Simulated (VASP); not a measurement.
# BeS (F-43m) in VASP: settings compared

BeS is run at these levels: r2SCAN, PBE0, PBE; tasks: single point.

Program: VASP 6.6.1. These are calculated values, not measurements. Logs are shortened: lines on timing, memory, paths and dates and some standing lists are left out, and cuts for length are marked.

## Step 1: The cell of the first run

The structure is cubic, space group F-43m (No. 216). Conventional cell: a = 4.945 Å, b = 4.945 Å, c = 4.945 Å, α = 90.00°, β = 90.00°, γ = 90.00°. Within 2.8 Å of S (site symmetry -43m) lie 4 Be at 2.14 Å. Be (site symmetry -43m) has 4 S at 2.14 Å within 2.8 Å.

## Step 2: Single point, r2SCAN

Input file POSCAR:

```
BeS
1.0
    0.0000000000      2.4725610944      2.4725610944
    2.4725610944      0.0000000000      2.4725610944
    2.4725610944      2.4725610944      0.0000000000
S Be
1 1
Direct
    0.7500000000      0.7500000000      0.7500000000
    0.0000000000      0.0000000000      0.0000000000
```

Input file INCAR.step1:

```
SYSTEM = BeS
  PREC = Accurate
  ENCUT = 520
  ISMEAR = -1
  SIGMA = 0.05
  LREAL = .FALSE.
  LASPH = .TRUE.
  NELM = 100
  NBANDS = 11
  GGA = PE
  ALGO = Normal
  EDIFF = 1E-4
  LWAVE = .TRUE.
  LCHARG = .FALSE.
```

Input file INCAR.step2:

```
SYSTEM = BeS
  PREC = Accurate
  ENCUT = 520
  EDIFF = 1E-6
  ISMEAR = -1
  SIGMA = 0.05
  LREAL = .FALSE.
  LASPH = .TRUE.
  NELM = 100
  ALGO = Normal
  ISIF = 2
  LWAVE = .FALSE.
  LCHARG = .FALSE.
  METAGGA = R2SCAN
  LMIXTAU = .TRUE.
  NBANDS = 11
  ISTART = 1
```

Input file KPOINTS:

```
Automatic mesh
0
G
  9 9 9
  0 0 0
```

Potentials or basis: VASP PAW PBE potentials, release 64 (S, Be).

Launch:

```bash
$ cat potpaw_PBE.64/S/POTCAR potpaw_PBE.64/Be/POTCAR > POTCAR
$ cp INCAR.step1 INCAR
$ mpirun -np 1 vasp_std > vasp.out
$ cp INCAR.step2 INCAR
$ mpirun -np 1 vasp_std > vasp.out
```

OUTCAR:

```text
SYSTEM = BeS
   PREC = Accurate
   ENCUT = 520
   EDIFF = 1E-6
   ISMEAR = -1
   LREAL = .FALSE.
   LASPH = .TRUE.
   NELM = 100
   ISIF = 2
   METAGGA = R2SCAN
   ISTART = 1

 ion  position               nearest neighbor table
   1  0.750  0.750  0.750-   2 2.14   2 2.14   2 2.14   2 2.14
   2  0.000  0.000  0.000-   1 2.14   1 2.14   1 2.14   1 2.14

  LATTYP: Found a face centered cubic cell.
 ALAT       =     4.9451221888

  Lattice vectors:

 A1 = (   0.0000000000,   2.4725610944,   2.4725610944)
 A2 = (   2.4725610944,   0.0000000000,   2.4725610944)
 A3 = (   2.4725610944,   2.4725610944,   0.0000000000)

Analysis of symmetry for initial positions (statically):
=====================================================================
 Subroutine PRICEL returns:
 Original cell was already a primitive cell.

 Routine SETGRP: Setting up the symmetry group for a
 face centered cubic supercell.

 Subroutine GETGRP returns: Found 24 space group operations
 (whereof 24 operations were pure point group operations)
 out of a pool of 48 trial point group operations.

The static configuration has the point symmetry T_d .

Analysis of symmetry for dynamics (positions and initial velocities):
=====================================================================
 Subroutine PRICEL returns:
 Original cell was already a primitive cell.

 Routine SETGRP: Setting up the symmetry group for a
 face centered cubic supercell.

 Subroutine GETGRP returns: Found 24 space group operations
 (whereof 24 operations were pure point group operations)
 out of a pool of 48 trial point group operations.

The dynamic configuration has the point symmetry T_d .

 Subroutine INISYM returns: Found 24 space group operations
 (whereof 24 operations are pure point group operations),
 and found     1 'primitive' translations

----------------------------------------------------------------------------------------

                                     Primitive cell

  volume of cell :      30.2323

  direct lattice vectors                    reciprocal lattice vectors
     0.000000000  2.472561094  2.472561094    -0.202219472  0.202219472  0.202219472
     2.472561094  0.000000000  2.472561094     0.202219472 -0.202219472  0.202219472
     2.472561094  2.472561094  0.000000000     0.202219472  0.202219472 -0.202219472

  length of vectors
     3.496729433  3.496729433  3.496729433     0.350254400  0.350254400  0.350254400

  position of ions in fractional coordinates (direct lattice)
     0.750000000  0.750000000  0.750000000
     0.000000000  0.000000000  0.000000000

  ion indices of the primitive-cell ions
   primitive index   ion index
                 1           1
                 2           2

----------------------------------------------------------------------------------------

 KPOINTS: Automatic mesh

Automatic generation of k-mesh.
 Grid dimensions read from file:
 generate k-points for:    9    9    9

 Generating k-lattice:

  Cartesian coordinates                     Fractional coordinates (reciprocal lattice)
    -0.022468830  0.022468830  0.022468830     0.111111111  0.000000000  0.000000000
     0.022468830 -0.022468830  0.022468830     0.000000000  0.111111111  0.000000000
     0.022468830  0.022468830 -0.022468830     0.000000000  0.000000000  0.111111111

  Length of vectors
     0.038917156  0.038917156  0.038917156

  Shift w.r.t. Gamma in fractional coordinates (k-lattice)
     0.000000000  0.000000000  0.000000000

 Subroutine IBZKPT returns following result:
 ===========================================

 Found     35 irreducible k-points:

 Following reciprocal coordinates:
            Coordinates               Weight
  0.000000  0.000000  0.000000      1.000000
  0.111111  0.000000  0.000000      8.000000
  0.222222  0.000000  0.000000      8.000000
  0.333333  0.000000  0.000000      8.000000
  0.444444  0.000000  0.000000      8.000000
  0.111111  0.111111  0.000000      6.000000
[... 16 lines left out ...]
 -0.333333  0.333333  0.000000     12.000000
  0.444444  0.444444  0.000000      6.000000
 [... further k-points ...]
   k-points           NKPTS =     35   k-points in BZ     NKDIM =     35   number of bands    NBANDS=     11
   number of dos      NEDOS =    301   number of ions     NIONS =      2
   total plane-waves  NPLWV =  21952
   dimension x,y,z NGX =    28 NGY =   28 NGZ =   28
   dimension x,y,z NGXF=    56 NGYF=   56 NGZF=   56
   ions per type =               1   1
   NGX,Y,Z   is equivalent  to a cutoff of  13.31, 13.31, 13.31 a.u.
   NGXF,Y,Z  is equivalent  to a cutoff of  26.62, 26.62, 26.62 a.u.
 SYSTEM =  BeS
   PREC   = accura    normal or accurate (medium, high low for compatibility)
   ISTART =      1    job   : 0-new  1-cont  2-samecut
   ICHARG =      0    charge: 1-file 2-atom 10-const
   ISPIN  =      1    spin polarized calculation?
   LNONCOLLINEAR =      F non collinear calculations
   LSORBIT =      F    spin-orbit coupling
   LASPH  =      T    aspherical Exc in radial PAW
   ENCUT  =  520.0 eV  38.22 Ry    6.18 a.u.   6.50  6.50  6.50*2*pi/ulx,y,z
   NELM   =    100;   NELMIN=  2; NELMDL=  0     # of ELM steps
   EDIFF  = 0.1E-05   stopping-criterion for ELM
   LREAL  =      F    real-space projection
   EDIFFG = 0.1E-04   stopping-criterion for IOM
   NSW    =      0    number of steps for IOM
   IBRION =     -1    ionic relax: 0-MD 1-quasi-New 2-CG
   NFREE  =      0    steps in history (QN), initial steepest desc. (CG)
   ISIF   =      2    stress and relaxation
   ISYM   =      2    0-nonsym 1-usesym 2-fastsym
   POTIM  = 0.5000    time-step for ionic-motion
   TEBEG  =    0.0;   TEEND  =   0.0 temperature during run
   PSTRESS=    0.0 pullay stress
   NELECT =       8.0000    total number of electrons
   NUPDOWN=      -1.0000    fix difference up-down
   EMIN   =  10.00;   EMAX   =-10.00  energy-range for DOS
   EFERMI =   0.00;   METHOD = LEGACY
   ISMEAR =    -1;   SIGMA  =   0.05  broadening in eV -4-tet -1-fermi 0-gaus
   EFERMI_NEDOS =   21; number of points for ismear=-14 and -15
   IALGO  =     38    algorithm
   IMIX   =      4    mixing-type and parameters
     AMIX     =   0.40;   BMIX     =  1.00
     AMIX_MAG =   1.60;   BMIX_MAG =  1.00
  volume/ion in A,a.u.               =      15.12       102.01
  Fermi-wavevector in a.u.,A,eV,Ry     =   1.051028  1.986156 15.029822  1.104661
  Thomas-Fermi vector in A             =   2.186055
   LORBIT       =      0    0 simple, 1 ext, 2 COOP (PROOUT), +10 PAW based schemes
   METAGGA = R2SCAN    functional components
   LHFCALC =     F    Hartree Fock is set to
   AEXX    =    0.0000 exact exchange contribution
   IVDW    =     0    specifies the selected vdW correction
   LEPSILON=     F    determine dielectric tensor
   LRPA    =     F    only Hartree local field effects (RPA)
 non-spin polarized calculation
  energy-cutoff  :      520.00
  volume of cell :       30.23
 maximum number of plane-waves:       869
 NGX is ok and might be reduce to    28
   NGX = 13   NGY = 13   NGZ = 13

 number of electron       8.0000000 magnetization

 Free energy of the ion-electron system (eV)
  ---------------------------------------------------
  ext. energy  EPLUGINS =         0.00000000
  ---------------------------------------------------
  free energy    TOTEN  =       -14.77044978 eV

  energy without entropy =      -14.77044978  energy(sigma->0) =      -14.77044978

 E-fermi :   4.3697     XC(G=0):  -9.9328

 val. band max:        3.3780142753   @ k =   0.0000   0.0000   0.0000
 cond. band min:       7.1673004887   @ k =   0.4444   0.4444   0.0000
 fundamental gap:      3.7892862134
 Fermi energy:         4.3697249002

 k-point     1 :       0.0000    0.0000    0.0000
  band No.  band energies     occupation
      1     -10.5264      2.00000
      2       3.3780      2.00000
      3       3.3780      2.00000
      4       3.3780      2.00000
      5       9.5502      0.00000
      6       9.6621      0.00000
      7       9.6621      0.00000
      8       9.6621      0.00000
      9      16.6889      0.00000
     10      16.6889      0.00000
     11      18.7993      0.00000

 k-point     2 :       0.1111    0.0000    0.0000
  band No.  band energies     occupation
      1     -10.3906      2.00000
      2       2.4402      2.00000
      3       3.2303      2.00000
      4       3.2303      2.00000
      5       9.4959      0.00000
      6       9.9425      0.00000
      7       9.9425      0.00000
      8      10.6657      0.00000
      9      16.1299      0.00000
     10      16.1299      0.00000
     11      18.7987      0.00000

 k-point     3 :       0.2222    0.0000    0.0000
  band No.  band energies     occupation
      1     -10.0110      2.00000
      2       0.6447      2.00000
      3       2.9060      2.00000
      4       2.9060      2.00000
      5       9.4153      0.00000
      6      10.4543      0.00000
      7      10.4543      0.00000
      8      12.5475      0.00000
      9      15.7348      0.00000
     10      15.7348      0.00000
     11      18.4092      0.00000

 k-point     4 :       0.3333    0.0000    0.0000
  band No.  band energies     occupation
      1      -9.4919      2.00000
      2      -1.0262      2.00000
      3       2.5986      2.00000
      4       2.5986      2.00000
      5       9.3269      0.00000
      6      10.6301      0.00000
      7      10.6301      0.00000
      8      14.2196      0.00000
      9      16.5617      0.00000
     10      16.5617      0.00000
     11      18.2147      0.00000
[... 239 lines left out ...]
 k-point    22 :      -0.4444    0.3333    0.0000
  band No.  band energies     occupation
      1      -8.5586      2.00000
      2      -1.2093      2.00000
      3      -0.1015      2.00000
      4       1.2592      2.00000
      5       8.2171      0.00000
      6      10.9202      0.00000
      7      14.4645      0.00000
      8      14.6666      0.00000
      9      17.0665      0.00000
     10      18.2068      0.00000
     11      21.0734      0.00000

 k-point    23 :      -0.3333    0.3333    0.0000
  band No.  band energies     occupation
      1      -8.6048      2.00000
      2      -1.0419      2.00000
      3      -0.5470      2.00000
      4       1.6080      2.00000
      5       8.7710      0.00000
      6      12.8672      0.00000
      7      13.5142      0.00000
      8      14.3557      0.00000
      9      15.1026      0.00000
     10      16.4249      0.00000
     11      22.1403      0.00000

 k-point    24 :       0.4444    0.4444    0.0000
  band No.  band energies     occupation
      1      -8.5812      2.00000
      2      -1.3698      2.00000
      3       0.9183      2.00000
      4       0.9183      2.00000
      5       7.1673      0.00000
      6       8.8778      0.00000
      7      16.3279      0.00000
      8      16.3279      0.00000
      9      18.9016      0.00000
     10      20.0548      0.00000
     11      21.3904      0.00000

 [... further k-points ...]
[... 5 lines left out ...]
  --------------------------------------------------------------------------------------
  -------------------------------------------------------------------------------------
  Total       -0.7459847     -0.7459847     -0.7459847      0.0000000      0.0000000      0.0000000
  in kB      -39.5338780    -39.5338780    -39.5338780      0.0000000      0.0000000      0.0000000
  external PRESSURE =     -39.5338780 kB  Pullay stress =       0.0000000 kB

 VOLUME and BASIS-vectors are now :
 -----------------------------------------------------------------------------
  energy-cutoff  :      520.00
  volume of cell :       30.23
      direct lattice vectors                 reciprocal lattice vectors
     0.000000000  2.472561094  2.472561094    -0.202219472  0.202219472  0.202219472
     2.472561094  0.000000000  2.472561094     0.202219472 -0.202219472  0.202219472
     2.472561094  2.472561094  0.000000000     0.202219472  0.202219472 -0.202219472

 POSITION                                       TOTAL-FORCE (eV/Angst)
 -----------------------------------------------------------------------------------
      3.70884      3.70884      3.70884        -0.000000     -0.000000     -0.000000
      0.00000      0.00000      0.00000         0.000000      0.000000      0.000000
 -----------------------------------------------------------------------------------
    total drift:                               -0.000000     -0.000000     -0.000000

  FREE ENERGIE OF THE ION-ELECTRON SYSTEM (eV)
  ---------------------------------------------------
  free  energy   TOTEN  =       -14.7704497845 eV

  energy  without entropy=      -14.7704497845  energy(sigma->0) =      -14.77044978
```

It took 40 s on 1 thread of Intel Xeon 6975P-C, shared host; peak memory 0.16 GiB.

What came out:

* Free energy: -14.7704 eV
* Pressure: -4.0 GPa
* Band gap on the k mesh: 3.79 eV, indirect (least direct gap 6.17 eV)

Caveat: the PAW data sets were made with another functional, which shifts forces and pressure a little.

[end of part 1 of 2]
